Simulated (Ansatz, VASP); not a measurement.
ZnCu: VASP beside Ansatz

```xyz
2
Lattice="2.9892 0.0000 0.0000 0.0000 2.9892 0.0000 0.0000 0.0000 2.9008" Properties=species:S:1:pos:R:3 pbc="T T T"
Zn    1.4946    1.4946    1.4504
Cu    0.0000    0.0000    0.0000
```

Change from the starting cell: strain +0.015 along x and y, -0.015 along z, atoms carried along.

Alike in both runs: task single point; functional PBEsol; k mesh 16 × 16 × 16; occupations gaussian, width 0.15 eV; no spin polarisation.

```csv
,VASP,Ansatz
version,VASP 6.6.1,Ansatz 0.2.0
potentials or method,"VASP PAW PBE potentials, release 64 (Zn, Cu), cutoff 520 eV","scalar-relativistic, plane waves, PAW"
valence electrons in the cell,23,31
```

|  | VASP | Ansatz | Ansatz less VASP |
| --- | --- | --- | --- |
| gap on the k mesh at the Fermi level (eV) | none | none | - |
| pressure (GPa) | -5.6 | -6.3 | -0.68 |

VASP's potentials were made for PBE, not for PBEsol. A gap of «none» marks a metal or a gap that the smearing closes. VASP's potentials hold 23 valence electrons a cell and Ansatz's 31, so a difference there can come from the potentials and not from the codes.
